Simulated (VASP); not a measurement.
# MgS (I-4m2) in VASP: single point with HSE06

Aim: the single point of MgS with HSE06.

Everything below comes from runs of VASP 6.6.1. Logs are shortened: lines on timing, memory, paths and dates and some standing lists are left out, and cuts for length are marked.

## Step 1: The cell of the first run

It takes space group I-4m2 (No. 119, tetragonal). Conventional cell: a = 3.803 Å, b = 3.803 Å, c = 6.018 Å, α = 90.00°, β = 90.00°, γ = 90.00°. Mg (site symmetry -4m2) has 4 S at 2.42 Å within 3.2 Å. S (site symmetry -4m2) has 4 Mg at 2.42 Å within 3.2 Å.

## Step 2: Single point, HSE06 (epitaxial xy strain -5.0%)

Input file POSCAR:

```
MgS
1.0
    0.0000000000      2.6893329990      3.0092187958
    2.6893329990      0.0000000000      3.0092187958
    2.6893329990      2.6893329990      0.0000000000
Mg S
1 1
Direct
    0.0000000000      0.0000000000      0.0000000000
    0.2500000000      0.2500000000      0.2500000000
```

Input file INCAR.step1:

```
SYSTEM = MgS
  ALGO = Normal
  EDIFF = 1E-5
  ENCUT = 520
  GGA = PE
  ISIF = 2
  ISMEAR = 0
  LASPH = .True.
  LCHARG = .False.
  LREAL = .False.
  LWAVE = .True.
  NBANDS = 11
  NELM = 60
  PREC = Accurate
  SIGMA = 0.01
```

Input file INCAR.step2:

```
SYSTEM = MgS
  ALGO = Normal
  EDIFF = 1E-7
  ENCUT = 520
  GGA = PE
  HFSCREEN = 0.2079
  ISIF = 2
  ISMEAR = 0
  ISTART = 1
  LASPH = .True.
  LCHARG = .False.
  LHFCALC = .True.
  LREAL = .False.
  LWAVE = .False.
  NBANDS = 11
  NELM = 60
  PREC = Accurate
  PRECFOCK = Normal
  SIGMA = 0.01
```

Input file KPOINTS:

```
k-points
0
Gamma
  6 6 6
  0 0 0
```

Potentials or basis: VASP PAW PBE potentials, release 64 (Mg, S).

Launch:

```
> cat potpaw_PBE.64/Mg/POTCAR potpaw_PBE.64/S/POTCAR > POTCAR
> cp INCAR.step1 INCAR
> mpirun -np 1 vasp_std > vasp.out
> cp INCAR.step2 INCAR
> mpirun -np 1 vasp_std > vasp.out
```

OUTCAR:

```text
SYSTEM = MgS
   EDIFF = 1E-7
   ENCUT = 520
   GGA = PE
   HFSCREEN = 0.2079
   ISIF = 2
   ISMEAR = 0
   ISTART = 1
   LASPH = .True.
   LHFCALC = .True.
   LREAL = .False.
   NELM = 60
   PREC = Accurate
   PRECFOCK = Normal

 ion  position               nearest neighbor table
   1  0.000  0.000  0.000-   2 2.42   2 2.42   2 2.42   2 2.42
   2  0.250  0.250  0.250-   1 2.42   1 2.42   1 2.42   1 2.42

  LATTYP: Found a body centered tetragonal cell.
 ALAT       =     3.8032912009
 C/A-ratio  =     1.5824288159

  Lattice vectors:

 A1 = (  -2.6893329990,   0.0000000000,   3.0092187958)
 A2 = (   2.6893329990,   0.0000000000,   3.0092187958)
 A3 = (   0.0000000000,   2.6893329990,  -3.0092187958)

Analysis of symmetry for initial positions (statically):
=====================================================================
 Subroutine PRICEL returns:
 Original cell was already a primitive cell.

 Routine SETGRP: Setting up the symmetry group for a
 body centered tetragonal supercell.

 Subroutine GETGRP returns: Found  8 space group operations
 (whereof  8 operations were pure point group operations)
 out of a pool of 16 trial point group operations.

The static configuration has the point symmetry D_2d.

Analysis of symmetry for dynamics (positions and initial velocities):
=====================================================================
 Subroutine PRICEL returns:
 Original cell was already a primitive cell.

 Routine SETGRP: Setting up the symmetry group for a
 body centered tetragonal supercell.

 Subroutine GETGRP returns: Found  8 space group operations
 (whereof  8 operations were pure point group operations)
 out of a pool of 16 trial point group operations.

The dynamic configuration has the point symmetry D_2d.

 Subroutine INISYM returns: Found  8 space group operations
 (whereof  8 operations are pure point group operations),
 and found     1 'primitive' translations

----------------------------------------------------------------------------------------

                                     Primitive cell

  volume of cell :      43.5284

  direct lattice vectors                    reciprocal lattice vectors
     0.000000000  2.689332999  3.009218796    -0.185919706  0.185919706  0.166156080
     2.689332999  0.000000000  3.009218796     0.185919706 -0.185919706  0.166156080
     2.689332999  2.689332999  0.000000000     0.185919706  0.185919706 -0.166156080

  length of vectors
     4.035828260  4.035828260  3.803291201     0.311030733  0.311030733  0.311030733

  position of ions in fractional coordinates (direct lattice)
     0.000000000  0.000000000  0.000000000
     0.250000000  0.250000000  0.250000000

  ion indices of the primitive-cell ions
   primitive index   ion index
                 1           1
                 2           2

----------------------------------------------------------------------------------------

 KPOINTS: k-points

Automatic generation of k-mesh.
 Grid dimensions read from file:
 generate k-points for:    6    6    6

 Generating k-lattice:

  Cartesian coordinates                     Fractional coordinates (reciprocal lattice)
    -0.030986618  0.030986618  0.027692680     0.166666667 -0.000000000  0.000000000
     0.030986618 -0.030986618  0.027692680    -0.000000000  0.166666667  0.000000000
     0.030986618  0.030986618 -0.027692680     0.000000000  0.000000000  0.166666667

  Length of vectors
     0.051838456  0.051838456  0.051838456

  Shift w.r.t. Gamma in fractional coordinates (k-lattice)
     0.000000000  0.000000000  0.000000000

 Subroutine IBZKPT returns following result:
 ===========================================

 Found     30 irreducible k-points:

 Following reciprocal coordinates:
            Coordinates               Weight
  0.000000  0.000000  0.000000      1.000000
  0.166667  0.000000  0.000000      8.000000
  0.333333  0.000000  0.000000      8.000000
  0.500000  0.000000  0.000000      4.000000
  0.166667  0.166667  0.000000      2.000000
  0.333333  0.166667  0.000000      8.000000
[... 16 lines left out ...]
  0.333333  0.000000  0.333333      4.000000
  0.500000  0.000000  0.333333     16.000000
 [... further k-points ...]
   k-points           NKPTS =     30   k-points in BZ     NKDIM =    216   number of bands    NBANDS=     11
   number of dos      NEDOS =    301   number of ions     NIONS =      2
   total plane-waves  NPLWV =  25200
   dimension x,y,z NGX =    30 NGY =   30 NGZ =   28
   dimension x,y,z NGXF=    60 NGYF=   60 NGZF=   56
   ions per type =               1   1
   NGX,Y,Z   is equivalent  to a cutoff of  12.36, 12.36, 12.24 a.u.
   NGXF,Y,Z  is equivalent  to a cutoff of  24.72, 24.72, 24.48 a.u.
 SYSTEM =  MgS
   PREC   = accura    normal or accurate (medium, high low for compatibility)
   ISTART =      1    job   : 0-new  1-cont  2-samecut
   ICHARG =      0    charge: 1-file 2-atom 10-const
   ISPIN  =      1    spin polarized calculation?
   LNONCOLLINEAR =      F non collinear calculations
   LSORBIT =      F    spin-orbit coupling
   LASPH  =      T    aspherical Exc in radial PAW
   ENCUT  =  520.0 eV  38.22 Ry    6.18 a.u.   7.50  7.50  7.07*2*pi/ulx,y,z
   NELM   =     60;   NELMIN=  2; NELMDL=  0     # of ELM steps
   EDIFF  = 0.1E-06   stopping-criterion for ELM
   LREAL  =      F    real-space projection
   EDIFFG = 0.1E-05   stopping-criterion for IOM
   NSW    =      0    number of steps for IOM
   IBRION =     -1    ionic relax: 0-MD 1-quasi-New 2-CG
   NFREE  =      0    steps in history (QN), initial steepest desc. (CG)
   ISIF   =      2    stress and relaxation
   ISYM   =      3    0-nonsym 1-usesym 2-fastsym
   POTIM  = 0.5000    time-step for ionic-motion
   TEBEG  =    0.0;   TEEND  =   0.0 temperature during run
   PSTRESS=    0.0 pullay stress
   NELECT =       8.0000    total number of electrons
   NUPDOWN=      -1.0000    fix difference up-down
   EMIN   =  10.00;   EMAX   =-10.00  energy-range for DOS
   EFERMI =   0.00;   METHOD = LEGACY
   ISMEAR =     0;   SIGMA  =   0.01  broadening in eV -4-tet -1-fermi 0-gaus
   EFERMI_NEDOS =   21; number of points for ismear=-14 and -15
   IALGO  =     38    algorithm
   IMIX   =      1    mixing-type and parameters
     AMIX     =   0.40;   BMIX     =  1.00
     AMIX_MAG =   1.60;   BMIX_MAG =  1.00
  volume/ion in A,a.u.               =      21.76       146.87
  Fermi-wavevector in a.u.,A,eV,Ry     =   0.930780  1.758920 11.787434  0.866352
  Thomas-Fermi vector in A             =   2.057205
   LORBIT       =      0    0 simple, 1 ext, 2 COOP (PROOUT), +10 PAW based schemes
   GGA     = PE    functional components
   LHFCALC =     T    Hartree Fock is set to
   PRECFOCK=normal    Normal, Fast or Accurate (Low or Medium for compatibility)
   ENCUT4O =  -1.0   cutoff for four orbital integrals eV
   NKREDX  =     1    reduce k-point grid by
   NKREDY  =     1    reduce k-point grid by
   NKREDZ  =     1    reduce k-point grid by
   AEXX    =    0.2500 exact exchange contribution
   HFSCREEN=    0.2079 screening length (either q_TF or 0.3 A-1)
   HFSCREENC=   0.2079 screening length for correlation (either q_TF or 0.3 A-1)
   ENCUTFOCK=  -1.0 apply spherical cutoff to Coloumb kernel
   IVDW    =     0    specifies the selected vdW correction
   LEPSILON=     F    determine dielectric tensor
   LRPA    =     F    only Hartree local field effects (RPA)
 non-spin polarized calculation
 Gauss-broadening in eV      SIGMA  =   0.01
  energy-cutoff  :      520.00
  volume of cell :       43.53
 maximum number of plane-waves:      1195
 NGX is ok and might be reduce to    30
  NGX = 24; NGY = 24; NGZ = 24

 number of electron       8.0000000 magnetization

 Free energy of the ion-electron system (eV)
  ---------------------------------------------------
  ext. energy  EPLUGINS =         0.00000000
  ---------------------------------------------------
  free energy    TOTEN  =        -9.80092363 eV

  energy without entropy =       -9.80092363  energy(sigma->0) =       -9.80092363

 E-fermi :   0.8713     XC(G=0):  -7.1544

 val. band max:        0.7556589343   @ k =   0.0000   0.0000   0.0000
 cond. band min:       5.2819107129   @ k =   0.0000   0.0000   0.0000
 fundamental gap:      4.5262517786
 Fermi energy:         0.8713251572

 k-point     1 :       0.0000    0.0000    0.0000
  band No.  band energies     occupation
      1     -11.9611      2.00000
      2       0.3657      2.00000
      3       0.7557      2.00000
      4       0.7557      2.00000
      5       5.2819      0.00000
      6       9.8725      0.00000
      7      10.0098      0.00000
      8      10.0098      0.00000
      9      11.7380      0.00000
     10      13.9644      0.00000
     11      14.3808      0.00000

 k-point     2 :       0.1667    0.0000    0.0000
  band No.  band energies     occupation
      1     -11.7788      2.00000
      2      -0.5534      2.00000
      3       0.3420      2.00000
      4       0.7089      2.00000
      5       6.3220      0.00000
      6       9.5054      0.00000
      7      10.1257      0.00000
      8      10.3766      0.00000
      9      11.6135      0.00000
     10      12.9579      0.00000
     11      15.0221      0.00000

 k-point     3 :       0.3333    0.0000    0.0000
  band No.  band energies     occupation
      1     -11.3678      2.00000
      2      -2.2165      2.00000
      3       0.0354      2.00000
      4       0.6245      2.00000
      5       6.8916      0.00000
      6       9.3221      0.00000
      7      10.3781      0.00000
      8      10.4133      0.00000
      9      13.2599      0.00000
     10      13.2819      0.00000
     11      14.6498      0.00000

 k-point     4 :       0.5000    0.0000    0.0000
  band No.  band energies     occupation
      1     -11.1314      2.00000
      2      -2.9344      2.00000
      3      -0.0977      2.00000
      4       0.5865      2.00000
      5       6.7473      0.00000
      6       9.2381      0.00000
      7      10.1230      0.00000
      8      10.7182      0.00000
      9      14.9743      0.00000
     10      15.0225      0.00000
     11      15.7493      0.00000

 k-point     5 :       0.1667    0.1667    0.0000
  band No.  band energies     occupation
      1     -11.7555      2.00000
      2      -0.7217      2.00000
      3       0.4977      2.00000
      4       0.4977      2.00000
      5       6.5577      0.00000
      6       9.1378      0.00000
      7       9.7835      0.00000
      8      10.8143      0.00000
      9      10.8143      0.00000
     10      14.3885      0.00000
     11      16.8672      0.00000
[... 211 lines left out ...]
 k-point    21 :      -0.1667    0.3333    0.1667
  band No.  band energies     occupation
      1     -11.0606      2.00000
      2      -2.1681      2.00000
      3      -1.0805      2.00000
      4       0.0014      2.00000
      5       7.5115      0.00000
      6       8.6863      0.00000
      7      10.0138      0.00000
      8      12.1107      0.00000
      9      12.4095      0.00000
     10      15.9295      0.00000
     11      17.3039      0.00000

 k-point    22 :      -0.3333    0.5000    0.1667
  band No.  band energies     occupation
      1     -10.9556      2.00000
      2      -2.5180      2.00000
      3      -0.8398      2.00000
      4      -0.6322      2.00000
      5       7.0463      0.00000
      6       9.4112      0.00000
      7      10.9902      0.00000
      8      11.8155      0.00000
      9      15.1578      0.00000
     10      15.8160      0.00000
     11      16.0233      0.00000

 k-point    23 :       0.3333    0.0000    0.3333
  band No.  band energies     occupation
      1     -11.1177      2.00000
      2      -1.8340      2.00000
      3      -0.4889      2.00000
      4      -0.4416      2.00000
      5       6.3341      0.00000
      6       7.6795      0.00000
      7      11.6501      0.00000
      8      11.8015      0.00000
      9      13.4691      0.00000
     10      14.3272      0.00000
     11      17.3837      0.00000

 k-point    24 :       0.5000    0.0000    0.3333
  band No.  band energies     occupation
      1     -10.8811      2.00000
      2      -2.2084      2.00000
      3      -1.0041      2.00000
      4      -0.5658      2.00000
      5       6.1373      0.00000
      6       7.9461      0.00000
      7      11.3265      0.00000
      8      12.7509      0.00000
      9      14.2622      0.00000
     10      15.4979      0.00000
     11      16.9286      0.00000

 [... further k-points ...]

------------------------ aborting loop because EDIFF is reached ----------------------------------------

  FORCE on cell =-STRESS in cart. coord.  units (eV):
  Direction    XX          YY          ZZ          XY          YZ          ZX
  --------------------------------------------------------------------------------------
  -------------------------------------------------------------------------------------
  Total        0.8996531      0.8996531     -0.0461965      0.0000000     -0.0000000      0.0000000
  in kB       33.1140827     33.1140827     -1.7003815      0.0000000     -0.0000000      0.0000000
  external PRESSURE =      21.5092613 kB  Pullay stress =       0.0000000 kB

 VOLUME and BASIS-vectors are now :
 -----------------------------------------------------------------------------
  energy-cutoff  :      520.00
  volume of cell :       43.53
      direct lattice vectors                 reciprocal lattice vectors
     0.000000000  2.689332999  3.009218796    -0.185919706  0.185919706  0.166156080
     2.689332999  0.000000000  3.009218796     0.185919706 -0.185919706  0.166156080
     2.689332999  2.689332999  0.000000000     0.185919706  0.185919706 -0.166156080

 POSITION                                       TOTAL-FORCE (eV/Angst)
 -----------------------------------------------------------------------------------
      0.00000      0.00000      0.00000        -0.000000     -0.000000     -0.000000
      1.34467      1.34467      1.50461         0.000000      0.000000      0.000000
 -----------------------------------------------------------------------------------
    total drift:                               -0.000019     -0.000019      0.000004

  FREE ENERGIE OF THE ION-ELECTRON SYSTEM (eV)
  ---------------------------------------------------
  free  energy   TOTEN  =        -9.8009236253 eV

  energy  without entropy=       -9.8009236253  energy(sigma->0) =       -9.80092363
```

It took 20 min on 1 thread of Intel Xeon Platinum 8259CL at 2.50GHz (Skylake/Cascade Lake), shared host; peak memory 0.29 GiB.

What came out:

| Property | Result |
| --- | --- |
| Free energy | -9.8009 eV |
| Pressure | 2.2 GPa |
| Band gap on the k mesh | 4.53 eV |

Caveat: the cell differs from its parent crystal (epitaxial xy strain -5.0%); the structure was generated, so it needn't be the stable form of MgS; the PAW data sets were made with another functional, which shifts forces and pressure a little. A k mesh can miss the band edges.
